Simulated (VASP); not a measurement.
# MgO (Periclase) (Fm-3m) in VASP: a series of runs

MgO (Periclase) is run at these levels: PBEsol; tasks: single point.

Everything below comes from runs of VASP 6.6.1. Logs are shortened: lines on timing, memory, paths and dates and some standing lists are left out, and cuts for length are marked.

**What was measured.**

From “Electronic structure of alkaline earth and post-transition metal oxides”, 2009, arxiv:0908.1581, for a bulk crystal of MgO: band gap 7.83 eV.

How close the calculation comes is told below.

### 1 The cell of the first run

The structure is cubic, space group Fm-3m (No. 225). Conventional cell: a = 4.217 Å, b = 4.217 Å, c = 4.217 Å, α = 90.00°, β = 90.00°, γ = 90.00°. Within 2.8 Å of Mg (site symmetry m-3m) lie 6 O at 2.11 Å. Within 2.8 Å of O (site symmetry m-3m) lie 6 Mg at 2.11 Å.

### 2 Single point, PBEsol

The input, INCAR:

```
SYSTEM = MgO
PREC     = Accurate       ! precision mode
ENCUT    = 520            ! plane-wave cutoff, eV
EDIFF    = 1E-6           ! SCF threshold, eV
ISMEAR   = 0              ! smearing method
SIGMA    = 0.01           ! smearing width, eV
LREAL    = .False.        ! projectors in reciprocal space
LASPH    = .True.         ! aspherical terms in the spheres
NELM     = 80             ! most SCF steps
ALGO     = Normal         ! electronic algorithm
ISIF     = 2              ! what is computed and relaxed
LWAVE    = .False.        ! write WAVECAR
LCHARG   = .True.         ! write CHGCAR
GGA      = PS             ! functional
LELF     = .True.         ! ELF
LVHAR    = .True.       
NBANDS   = 11             ! bands
```

The input, KPOINTS:

```
regular mesh
0
Gamma
  6 6 6
  0 0 0
```

The input, POSCAR:

```
MgO
1.0
    0.0000000000      2.1085000000      2.1085000000
    2.1085000000      0.0000000000      2.1085000000
    2.1085000000      2.1085000000      0.0000000000
Mg O
1 1
Direct
    0.0000000000      0.0000000000      0.0000000000
    0.5000000000      0.5000000000      0.5000000000
```

Potentials or basis: VASP PAW PBE potentials, release 64 (Mg, O).

The run is started by

```bash
> cat potpaw_PBE.64/Mg/POTCAR potpaw_PBE.64/O/POTCAR > POTCAR
> mpirun -np 1 vasp_std > vasp.out
```

OUTCAR:

```text
SYSTEM = MgO
   PREC = Accurate
   ENCUT = 520
   EDIFF = 1E-6
   ISMEAR = 0
   LREAL = .False.
   LASPH = .True.
   NELM = 80
   ISIF = 2
   GGA = PS

 ion  position               nearest neighbor table
   1  0.000  0.000  0.000-   2 2.11   2 2.11   2 2.11   2 2.11   2 2.11   2 2.11
   2  0.500  0.500  0.500-   1 2.11   1 2.11   1 2.11   1 2.11   1 2.11   1 2.11

  LATTYP: Found a face centered cubic cell.
 ALAT       =     4.2170000000

  Lattice vectors:

 A1 = (   0.0000000000,   2.1085000000,   2.1085000000)
 A2 = (   2.1085000000,   0.0000000000,   2.1085000000)
 A3 = (   2.1085000000,   2.1085000000,   0.0000000000)

Analysis of symmetry for initial positions (statically):
=====================================================================
 Subroutine PRICEL returns:
 Original cell was already a primitive cell.

 Routine SETGRP: Setting up the symmetry group for a
 face centered cubic supercell.

 Subroutine GETGRP returns: Found 48 space group operations
 (whereof 48 operations were pure point group operations)
 out of a pool of 48 trial point group operations.

The static configuration has the point symmetry O_h .

Analysis of symmetry for dynamics (positions and initial velocities):
=====================================================================
 Subroutine PRICEL returns:
 Original cell was already a primitive cell.

 Routine SETGRP: Setting up the symmetry group for a
 face centered cubic supercell.

 Subroutine GETGRP returns: Found 48 space group operations
 (whereof 48 operations were pure point group operations)
 out of a pool of 48 trial point group operations.

The dynamic configuration has the point symmetry O_h .

 Subroutine INISYM returns: Found 48 space group operations
 (whereof 48 operations are pure point group operations),
 and found     1 'primitive' translations

----------------------------------------------------------------------------------------

                                     Primitive cell

  volume of cell :      18.7478

  direct lattice vectors                    reciprocal lattice vectors
     0.000000000  2.108500000  2.108500000    -0.237135404  0.237135404  0.237135404
     2.108500000  0.000000000  2.108500000     0.237135404 -0.237135404  0.237135404
     2.108500000  2.108500000  0.000000000     0.237135404  0.237135404 -0.237135404

  length of vectors
     2.981869296  2.981869296  2.981869296     0.410730569  0.410730569  0.410730569

  position of ions in fractional coordinates (direct lattice)
     0.000000000  0.000000000  0.000000000
     0.500000000  0.500000000  0.500000000

  ion indices of the primitive-cell ions
   primitive index   ion index
                 1           1
                 2           2

----------------------------------------------------------------------------------------

 KPOINTS: regular mesh

Automatic generation of k-mesh.
 Grid dimensions read from file:
 generate k-points for:    6    6    6

 Generating k-lattice:

  Cartesian coordinates                     Fractional coordinates (reciprocal lattice)
    -0.039522567  0.039522567  0.039522567     0.166666667  0.000000000  0.000000000
     0.039522567 -0.039522567  0.039522567     0.000000000  0.166666667  0.000000000
     0.039522567  0.039522567 -0.039522567     0.000000000  0.000000000  0.166666667

  Length of vectors
     0.068455095  0.068455095  0.068455095

  Shift w.r.t. Gamma in fractional coordinates (k-lattice)
     0.000000000  0.000000000  0.000000000

 Subroutine IBZKPT returns following result:
 ===========================================

 Found     16 irreducible k-points:

 Following reciprocal coordinates:
            Coordinates               Weight
  0.000000  0.000000  0.000000      1.000000
  0.166667  0.000000  0.000000      8.000000
  0.333333  0.000000  0.000000      8.000000
  0.500000  0.000000  0.000000      4.000000
  0.166667  0.166667  0.000000      6.000000
  0.333333  0.166667  0.000000     24.000000
[... 8 lines left out ...]
 -0.333333  0.333333  0.166667     24.000000
 -0.333333  0.500000  0.166667     12.000000
   k-points           NKPTS =     16   k-points in BZ     NKDIM =     16   number of bands    NBANDS=     11
   number of dos      NEDOS =    301   number of ions     NIONS =      2
   total plane-waves  NPLWV =  13824
   dimension x,y,z NGX =    24 NGY =   24 NGZ =   24
   dimension x,y,z NGXF=    48 NGYF=   48 NGZF=   48
   ions per type =               1   1
   NGX,Y,Z   is equivalent  to a cutoff of  13.38, 13.38, 13.38 a.u.
   NGXF,Y,Z  is equivalent  to a cutoff of  26.76, 26.76, 26.76 a.u.
 SYSTEM =  MgO
   PREC   = accura    normal or accurate (medium, high low for compatibility)
   ISTART =      0    job   : 0-new  1-cont  2-samecut
   ICHARG =      2    charge: 1-file 2-atom 10-const
   ISPIN  =      1    spin polarized calculation?
   LNONCOLLINEAR =      F non collinear calculations
   LSORBIT =      F    spin-orbit coupling
   LASPH  =      T    aspherical Exc in radial PAW
   ENCUT  =  520.0 eV  38.22 Ry    6.18 a.u.   5.54  5.54  5.54*2*pi/ulx,y,z
   NELM   =     80;   NELMIN=  2; NELMDL= -5     # of ELM steps
   EDIFF  = 0.1E-05   stopping-criterion for ELM
   LREAL  =      F    real-space projection
   EDIFFG = 0.1E-04   stopping-criterion for IOM
   NSW    =      0    number of steps for IOM
   IBRION =     -1    ionic relax: 0-MD 1-quasi-New 2-CG
   NFREE  =      0    steps in history (QN), initial steepest desc. (CG)
   ISIF   =      2    stress and relaxation
   ISYM   =      2    0-nonsym 1-usesym 2-fastsym
   POTIM  = 0.5000    time-step for ionic-motion
   TEBEG  =    0.0;   TEEND  =   0.0 temperature during run
   PSTRESS=    0.0 pullay stress
   NELECT =       8.0000    total number of electrons
   NUPDOWN=      -1.0000    fix difference up-down
   EMIN   =  10.00;   EMAX   =-10.00  energy-range for DOS
   EFERMI =   0.00;   METHOD = LEGACY
   ISMEAR =     0;   SIGMA  =   0.01  broadening in eV -4-tet -1-fermi 0-gaus
   EFERMI_NEDOS =   21; number of points for ismear=-14 and -15
   IALGO  =     38    algorithm
   IMIX   =      4    mixing-type and parameters
     AMIX     =   0.40;   BMIX     =  1.00
     AMIX_MAG =   1.60;   BMIX_MAG =  1.00
  volume/ion in A,a.u.               =       9.37        63.26
  Fermi-wavevector in a.u.,A,eV,Ry     =   1.232503  2.329092 20.668107  1.519063
  Thomas-Fermi vector in A             =   2.367270
   LORBIT       =      0    0 simple, 1 ext, 2 COOP (PROOUT), +10 PAW based schemes
   GGA     = PS    functional components
   LHFCALC =     F    Hartree Fock is set to
   AEXX    =    0.0000 exact exchange contribution
   IVDW    =     0    specifies the selected vdW correction
   LEPSILON=     F    determine dielectric tensor
   LRPA    =     F    only Hartree local field effects (RPA)
 non-spin polarized calculation
 Gauss-broadening in eV      SIGMA  =   0.01
  energy-cutoff  :      520.00
  volume of cell :       18.75
 maximum number of plane-waves:       531
 NGX is ok and might be reduce to    24
   NGX = 11   NGY = 11   NGZ = 11

 number of electron       8.0000005 magnetization

 Free energy of the ion-electron system (eV)
  ---------------------------------------------------
  ext. energy  EPLUGINS =         0.00000000
  ---------------------------------------------------
  free energy    TOTEN  =       -12.51190808 eV

  energy without entropy =      -12.51190808  energy(sigma->0) =      -12.51190808

 E-fermi :   3.0959     XC(G=0): -11.2932

 val. band max:        3.0417622095   @ k =   0.0000   0.0000   0.0000
 cond. band min:       7.6417285146   @ k =   0.0000   0.0000   0.0000
 fundamental gap:      4.5999663050
 Fermi energy:         3.0958523112

 k-point     1 :       0.0000    0.0000    0.0000
  band No.  band energies     occupation
      1     -14.1460      2.00000
      2       3.0418      2.00000
      3       3.0418      2.00000
      4       3.0418      2.00000
      5       7.6417      0.00000
      6      18.6534      0.00000
      7      18.6534      0.00000
      8      18.6534      0.00000
      9      22.4869      0.00000
     10      24.3663      0.00000
     11      24.3663      0.00000

 k-point     2 :       0.1667    0.0000    0.0000
  band No.  band energies     occupation
      1     -13.8592      2.00000
      2       1.5116      2.00000
      3       2.8657      2.00000
      4       2.8657      2.00000
      5       9.0709      0.00000
      6      16.3138      0.00000
      7      19.2270      0.00000
      8      19.2270      0.00000
      9      23.0782      0.00000
     10      23.0782      0.00000
     11      25.1136      0.00000

 k-point     3 :       0.3333    0.0000    0.0000
  band No.  band energies     occupation
      1     -13.2128      2.00000
      2      -0.6672      2.00000
      3       2.5369      2.00000
      4       2.5369      2.00000
      5      10.5562      0.00000
      6      15.1990      0.00000
      7      19.4439      0.00000
      8      19.4439      0.00000
      9      23.7533      0.00000
     10      23.7533      0.00000
     11      24.2941      0.00000

 k-point     4 :       0.5000    0.0000    0.0000
  band No.  band energies     occupation
      1     -12.8403      2.00000
      2      -1.6233      2.00000
      3       2.3826      2.00000
      4       2.3826      2.00000
      5      10.7638      0.00000
      6      15.5063      0.00000
      7      19.1820      0.00000
      8      19.1820      0.00000
      9      23.7536      0.00000
     10      25.3336      0.00000
     11      25.3336      0.00000
[... 127 lines left out ...]
 k-point    14 :       0.5000    0.3333    0.1667
  band No.  band energies     occupation
      1     -12.8342      2.00000
      2      -0.5362      2.00000
      3       1.1668      2.00000
      4       2.0144      2.00000
      5      12.9075      0.00000
      6      13.9294      0.00000
      7      16.4482      0.00000
      8      20.0586      0.00000
      9      22.3131      0.00000
     10      25.7379      0.00000
     11      30.6963      0.00000

 k-point    15 :      -0.3333    0.3333    0.1667
  band No.  band energies     occupation
      1     -12.6061      2.00000
      2      -0.5863      2.00000
      3       0.5423      2.00000
      4       1.7622      2.00000
      5      13.4428      0.00000
      6      14.8268      0.00000
      7      15.6380      0.00000
      8      19.3657      0.00000
      9      23.6370      0.00000
     10      24.8518      0.00000
     11      30.6134      0.00000

 k-point    16 :      -0.3333    0.5000    0.1667
  band No.  band energies     occupation
      1     -12.5366      2.00000
      2      -0.5601      2.00000
      3       0.7719      2.00000
      4       1.3560      2.00000
      5      13.4074      0.00000
      6      14.3287      0.00000
      7      15.3525      0.00000
      8      19.3710      0.00000
      9      23.0341      0.00000
     10      27.4902      0.00000
     11      29.0920      0.00000

------------------------ aborting loop because EDIFF is reached ----------------------------------------

  FORCE on cell =-STRESS in cart. coord.  units (eV):
  Direction    XX          YY          ZZ          XY          YZ          ZX
  --------------------------------------------------------------------------------------
  -------------------------------------------------------------------------------------
  Total       -0.0980155     -0.0980155     -0.0980155     -0.0000000      0.0000000      0.0000000
  in kB       -8.3763458     -8.3763458     -8.3763458     -0.0000000      0.0000000      0.0000000
  external PRESSURE =      -8.3763458 kB  Pullay stress =       0.0000000 kB

 VOLUME and BASIS-vectors are now :
 -----------------------------------------------------------------------------
  energy-cutoff  :      520.00
  volume of cell :       18.75
      direct lattice vectors                 reciprocal lattice vectors
     0.000000000  2.108500000  2.108500000    -0.237135404  0.237135404  0.237135404
     2.108500000  0.000000000  2.108500000     0.237135404 -0.237135404  0.237135404
     2.108500000  2.108500000  0.000000000     0.237135404  0.237135404 -0.237135404

 POSITION                                       TOTAL-FORCE (eV/Angst)
 -----------------------------------------------------------------------------------
      0.00000      0.00000      0.00000         0.000000     -0.000000      0.000000
      2.10850      2.10850      2.10850        -0.000000      0.000000     -0.000000
 -----------------------------------------------------------------------------------
    total drift:                               -0.000000     -0.000000      0.000000

  FREE ENERGIE OF THE ION-ELECTRON SYSTEM (eV)
  ---------------------------------------------------
  free  energy   TOTEN  =       -12.5119080844 eV

  energy  without entropy=      -12.5119080844  energy(sigma->0) =      -12.51190808
```

Run time: 6.4 s. Hardware: 1 thread of Intel Xeon Platinum 8375C at 2.90GHz (Ice Lake), shared host; peak memory 0.13 GiB.

Results:

* Free energy: -12.5119 eV
* Pressure: -0.8 GPa
* Band gap on the k mesh: 4.60 eV, direct

Caveat: the k points lie up to 0.43 Å⁻¹ apart; the PAW data sets were made with another functional, which shifts forces and pressure a little.

### 3 Single point, PBEsol

The input, INCAR:

```
SYSTEM = MgO
PREC = Accurate ; ENCUT = 520
EDIFF = 1E-7 ; ISMEAR = 0
SIGMA = 0.01 ; LREAL = .False.
LASPH = .True. ; NELM = 100
ALGO = Normal ; ISIF = 2
LWAVE = .False. ; LCHARG = .False.
GGA = PS ; NBANDS = 11
```

The input, KPOINTS:

```
regular mesh
0
Gamma
  8 8 8
  0 0 0
```

POSCAR is that of step 2.

Potentials or basis: VASP PAW PBE potentials, release 64 (Mg, O).

The run is started by

```bash
> cat potpaw_PBE.64/Mg/POTCAR potpaw_PBE.64/O/POTCAR > POTCAR
> mpirun -np 1 vasp_std > vasp.out
```

It took 7.1 s on 1 thread of Intel Xeon Platinum 8375C at 2.90GHz (Ice Lake), shared host; peak memory 0.13 GiB.

The run converged. Its results:

```yaml
Free_energy: -12.5123 eV
Pressure: -0.8 GPa
Band_gap_on_the_k_mesh: 4.60 eV, direct
```

Levels at points of the mesh, in eV from the valence-band top:
```tsv
k point	band 1	band 2	band 3	band 4	band 5	band 6	band 7	band 8
(0.00, 0.00, 0.00)	-17.19	0.00	0.00	0.00	4.60	15.61	15.61	15.61
(0.50, 0.00, 0.00)	-15.88	-4.66	-0.66	-0.66	7.72	12.46	16.14	16.14
(0.50, 0.50, 0.00)	-15.62	-4.13	-1.36	-1.36	8.92	9.84	12.94	18.79
```

Caveat: the PAW data sets were made with another functional, which shifts forces and pressure a little.

### 4 Against experiment

Step 3. A measured gap of MgO is 7.83 eV (quoted in “Electronic structure of alkaline earth and post-transition metal oxides”, 2009, arxiv:0908.1581); the calculated 4.60 eV misses it by -3.23 eV. The value is that of PBEsol, without temperature or zero-point motion. Semilocal functionals fall short of measured gaps as a rule.
